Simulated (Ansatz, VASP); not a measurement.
**CaCo in VASP and in Ansatz**

```xyz
2
Lattice="0.0000 2.5692 2.5692 2.5692 0.0000 2.5692 2.5692 2.5692 0.0000" Properties=species:S:1:pos:R:3 pbc="T T T"
Ca    2.5692    2.5692    2.5692
Co    0.0000    0.0000    0.0000
```

Alike in both runs: task single point; functional PBE; k mesh 9 × 9 × 9; occupations fermi-dirac, width 0.05 eV; collinear spin.

```csv
,VASP,Ansatz
version,VASP 6.6.1,Ansatz 0.2.0
potentials or method,"VASP PAW PBE potentials, release 64 (Ca_sv, Co), cutoff 520 eV","all-electron LAPW, scalar-relativistic"
```

VASP gave:

| Quantity | Value |
| --- | --- |
| gap on the k mesh at the Fermi level (eV) | none |
| pressure (GPa) | 21.7 |
| net moment per atom (μB) | 0.50 |
| size of the moment on the site where the two differ most (μB) | 1.14 |

Problem. Estimate Ansatz's values.

Solution. gap on the k mesh at the Fermi level (eV): none; pressure (GPa): 21.6; net moment per atom (μB): 0.50; size of the moment on the site where the two differ most (μB): 1.16.

Site moments also hang on the region over which each program counts them. A gap of «none» marks a metal or a gap that the smearing closes. Ansatz ran all-electron here, and VASP with PAW potentials.
